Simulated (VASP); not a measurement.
Crystal: TlCu3I4.

```xyz
8
Lattice="6.7674 0.0000 0.0000 0.0000 6.7674 0.0000 0.0000 0.0000 6.7674" Properties=species:S:1:pos:R:3 pbc="T T T"
Tl    0.0000    0.0000    0.0000
Cu    0.0000    3.3837    3.3837
Cu    3.3837    0.0000    3.3837
Cu    3.3837    3.3837    0.0000
I     1.6907    1.6907    1.6907
I     5.0766    5.0766    1.6907
I     1.6907    5.0766    5.0766
I     5.0766    1.6907    5.0766
```

```yaml
Program: VASP 6.6.1
Task: relaxation of cell and atoms
Functional: PBEsol
Potentials_or_basis: VASP PAW PBE potentials, release 64 (Tl_d, Cu, I)
Cutoff: 600 eV
k_mesh: 4 × 4 × 4
Occupations: fermi-dirac, width 0.03 eV
Spin: no spin polarisation
```

At the start: pressure -2.2 GPa; volume 38.74 Å³/atom.

Task: Where does the relaxation end?

Result: Over 8 steps the energy falls by 311.5 meV/atom and the volume is 32.07 Å³/atom (-17.2 %); space group P-43m (No. 215, to 0.1 Å) before and after.

The path:
```tsv
step	energy change (eV)	largest force (eV/Å)	pressure (GPa)	volume (Å³)
1	0.0000	2.1045	-2.23	309.93
2	-1.0927	1.8288	-1.72	286.33
3	-1.9206	0.0556	6.37	223.70
4	-2.1759	1.0858	1.23	248.89
5	-2.2326	0.8212	2.36	241.42
6	-2.4907	0.0560	-0.06	256.90
7	-2.4910	0.0336	-0.12	257.45
8	-2.4916	0.0001	0.01	256.54
```

Final structure:
```
Tl Cu I
1.0
     6.35410    0.00000    0.00000
     0.00000    6.35410    0.00000
     0.00000    0.00000    6.35410
Tl Cu I
1 3 4
Direct
  0.00000 0.00000 0.00000
  0.00000 0.50000 0.50000
  0.50000 0.00000 0.50000
  0.50000 0.50000 0.00000
  0.28533 0.28533 0.28533
  0.71467 0.71467 0.28533
  0.28533 0.71467 0.71467
  0.71467 0.28533 0.71467
```

Caveat: the volume moved by over 15 % at a fixed basis, so the end points are rough; the PAW data sets were made with another functional, which shifts forces and pressure a little.
